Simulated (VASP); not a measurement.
Wanted: the native input for a VASP 6.6.1 run.

```yaml
Task: relaxation of cell and atoms
Functional: r2SCAN
Potentials_or_basis: VASP PAW PBE potentials, release 64 (Sc_sv, Al, N)
Cutoff: 600 eV
k_mesh: 6 × 6 × 6
Occupations: gaussian, width 0.1 eV
Spin: no spin polarisation
Dipole_correction: no
Further_INCAR_settings: ALGO = Normal; EDIFF = 1e-06; IBRION = 2; EDIFFG = -0.05; NSW = 100; ISIF = 3
```

The system is ScAl3N4.

```
Sc Al N
1.0
    -3.22150    0.00000    0.00000
     0.00000    5.57980    0.00000
     1.61075   -2.78990   -5.06150
Sc Al N
1 3 4
Direct
  0.00000 0.33333 0.00000
  0.50000 0.83333 0.00000
  0.75000 0.41667 0.50000
  0.25000 0.91667 0.50000
  0.75000 0.08333 0.50000
  0.25000 0.58333 0.50000
  0.50000 0.16667 0.00000
  0.00000 0.66667 0.00000
```

The input as run:

POSCAR

```
ScAl3N4
1.0
   -3.2215000000      0.0000000000      0.0000000000
    0.0000000000      5.5798016766      0.0000000000
    1.6107500000     -2.7899008383     -5.0615000000
Sc Al N
1 3 4
Direct
    0.0000000000      0.3333333300      0.0000000000
    0.5000000000      0.8333333300      0.0000000000
    0.7500000000      0.4166666700      0.5000000000
    0.2500000000      0.9166666700      0.5000000000
    0.7500000000      0.0833333300      0.5000000000
    0.2500000000      0.5833333300      0.5000000000
    0.5000000000      0.1666666700      0.0000000000
    0.0000000000      0.6666666700      0.0000000000
```

INCAR.step1

```
SYSTEM = ScAl3N4
ALGO = Normal
EDIFF = 1E-4
ENCUT = 600
GGA = PE
ISMEAR = 0
LASPH = .True.
LCHARG = .False.
LREAL = .False.
LWAVE = .True.
NELM = 100
PREC = Accurate
SIGMA = 0.1
```

INCAR.step2

```
SYSTEM = ScAl3N4
ALGO = Normal
EDIFF = 1E-6
EDIFFG = -0.05
ENCUT = 600
IBRION = 2
ISIF = 3
ISMEAR = 0
ISTART = 1
LASPH = .True.
LCHARG = .False.
LMIXTAU = .True.
LREAL = .False.
LWAVE = .False.
METAGGA = R2SCAN
NELM = 100
NSW = 100
PREC = Accurate
SIGMA = 0.1
```

KPOINTS

```
k-points
0
Gamma
  6 6 6
  0 0 0
```

Potentials or basis: VASP PAW PBE potentials, release 64 (Sc_sv, Al, N).

Command:

```sh
$ cat potpaw_PBE.64/Sc_sv/POTCAR potpaw_PBE.64/Al/POTCAR potpaw_PBE.64/N/POTCAR > POTCAR
$ cp INCAR.step1 INCAR
$ mpirun -np 1 vasp_std > vasp.out
$ cp INCAR.step2 INCAR
$ mpirun -np 1 vasp_std > vasp.out
```

It gave:

```yaml
Relaxed_volume: 10.66 Å³/atom
Relaxed_cell: a = 3.393 Å, b = 5.967 Å, c = 5.432 Å, α = 123.31°, β = 108.20°, γ = 90.00°
Space_group_after_relaxing_to_0.1_Å: Imm2 (No. 44)
Energy_gained_by_relaxing: 264.4 meV/atom
Ionic_steps: 15
Pressure_after_relaxing: 0.0 GPa
Largest_force_after_relaxing: 0.040 eV/Å
Band_gap_on_the_k_mesh: 3.06 eV (least direct gap 3.25 eV)
```

Caveat: the PAW data sets were made with another functional, which shifts forces and pressure a little; the relaxation stopped at a loose force limit of 0.05 eV/Å, so its end isn't a converged minimum.

Run time: 69 min on 1 thread of Intel(R) Xeon(R) Platinum 8488C (Sapphire Rapids), with other jobs on the host, peak memory 0.36 GiB.
